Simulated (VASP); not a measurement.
## LiCl: single point with PBEsol

LiCl:

```
Li Cl
1.0
     3.92488    0.00000    0.00000
    -1.96244    3.39905    0.00000
     0.00000    0.00000    6.35716
Li Cl
2 2
Direct
  0.66667 0.33333 0.87602
  0.33333 0.66667 0.37602
  0.66667 0.33333 0.49898
  0.33333 0.66667 0.99898
```

```
Program                : VASP 6.6.1
Task                   : single point
Functional             : PBEsol
Potentials or basis    : VASP PAW PBE potentials, release 64 (Li_sv, Cl)
Cutoff                 : 520 eV
k mesh                 : 2 × 2 × 1
Occupations            : fermi-dirac, width 0.05 eV
Spin                   : no spin polarisation
Dipole correction      : no
Further INCAR settings : ALGO = Normal; EDIFF = 1e-07; NBANDS = 18
```

* Largest force: 0.115 eV/Å
* Band gap on the k mesh: 5.72 eV, direct

Forces on the atoms (eV/Å):
```
Li   0.000  0.000  0.115
Li   0.000  0.000  0.115
Cl   0.000  0.000 -0.115
Cl   0.000  0.000 -0.115
```

Levels at points of the mesh, in eV from the valence-band top:
```tsv
k point	band 7	band 8	band 9	band 10	band 11	band 12	band 13	band 14
(0.00, 0.00, 0.00)	-0.32	-0.02	-0.02	0.00	5.72	8.01	9.89	9.89
(0.50, 0.00, 0.00)	-1.11	-0.84	-0.56	-0.29	7.63	7.82	8.89	10.15
```

It used 9.2 s of CPU time on 1 thread of AMD EPYC 7R13 Processor (Zen 3), with other jobs on the host.

Caveat: the k points lie up to 0.99 Å⁻¹ apart; the PAW data sets were made with another functional, which shifts forces and pressure a little. A hybrid or GW would open this gap; PBEsol tends to underestimate it.
